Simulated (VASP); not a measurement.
**CO2: relaxation of cell and atoms with PBE+D3(BJ)**

CO2:

```
O C
1.0
    -1.97473    1.97473    3.01406
     1.97473   -1.97473    3.01406
     1.97473    1.97473   -3.01406
O C
4 2
Direct
  0.87500 0.95980 0.58480
  0.37500 0.29020 0.41520
  0.04020 0.62500 0.91520
  0.70980 0.12500 0.08480
  0.00000 0.00000 0.00000
  0.75000 0.25000 0.50000
```

```
Program                : VASP 6.6.1
Task                   : relaxation of cell and atoms
Functional             : PBE
Dispersion             : D3(BJ)
Potentials or basis    : VASP PAW PBE potentials, release 64 (O, C)
Cutoff                 : 600 eV
k mesh                 : 9 × 9 × 9
Occupations            : fermi-dirac, width 0.05 eV
Spin                   : no spin polarisation
Dipole correction      : no
Further INCAR settings : ALGO = Normal; EDIFF = 1e-07; IBRION = 2; EDIFFG = -0.01; NSW = 60; ISIF = 3
```

```yaml
Relaxed_volume: 7.73 Å³/atom
Relaxed_cell: a = 4.084 Å, b = 4.084 Å, c = 4.084 Å, α = 122.31°, β = 122.31°, γ = 86.04°
Space_group_after_relaxing_to_0.1_Å: I-42d (No. 122)
Energy_gained_by_relaxing: 1.0 meV/atom
Ionic_steps: 5
Pressure_after_relaxing: 0.0 GPa
Largest_force_after_relaxing: 0.005 eV/Å
Band_gap_on_the_k_mesh: 7.66 eV (least direct gap 8.06 eV)
Dispersion_energy_per_atom: -0.102 eV
```

Forces in eV/Å, atoms in the order of the input:
```
O   -0.005  0.000  0.000
O    0.005  0.000  0.000
O    0.000  0.005  0.000
O    0.000 -0.005  0.000
C    0.000  0.000  0.000
C    0.000  0.000  0.000
```

Stress tensor (GPa, compression positive):
```
-0.09  0.00  0.00
 0.00 -0.09  0.00
 0.00  0.00  0.13
```

The path:
| step | energy change (eV) | largest force (eV/Å) | pressure (GPa) | volume (Å³) |
| --- | --- | --- | --- | --- |
| 1 | 0.0000 | 0.0648 | -1.78 | 47.01 |
| 2 | -0.0041 | 0.1453 | 0.83 | 46.43 |
| 3 | -0.0041 | 0.1409 | 0.69 | 46.46 |
| 4 | -0.0057 | 0.0473 | -0.30 | 46.33 |
| 5 | -0.0060 | 0.0048 | -0.02 | 46.36 |

Final structure:
```cif
data_structure
_symmetry_space_group_name_H-M 'P 1'
_symmetry_Int_Tables_number 1
_cell_length_a 4.0840
_cell_length_b 4.0840
_cell_length_c 4.0840
_cell_angle_alpha 122.311
_cell_angle_beta 122.311
_cell_angle_gamma 86.042
_cell_volume 46.36
loop_
_atom_site_label
_atom_site_type_symbol
_atom_site_fract_x
_atom_site_fract_y
_atom_site_fract_z
_atom_site_occupancy
O1 O 0.87500 0.95747 0.58247 1
O2 O 0.37500 0.29253 0.41753 1
O3 O 0.04253 0.62500 0.91753 1
O4 O 0.70747 0.12500 0.08247 1
C1 C 0.00000 0.00000 0.00000 1
C2 C 0.75000 0.25000 0.50000 1
```

Levels at points of the mesh, in eV from the valence-band top:
```csv
k point,band 13,band 14,band 15,band 16,band 17,band 18,band 19,band 20
"(0.00, 0.00, 0.00)",-1.22,-0.84,-0.84,-0.40,7.66,9.20,9.30,9.30
```

Run time: 3.3 min on 1 thread of Intel(R) Xeon(R) Platinum 8488C (Sapphire Rapids), on a shared host, peak memory 0.25 GiB.

A k mesh can miss the band edges.
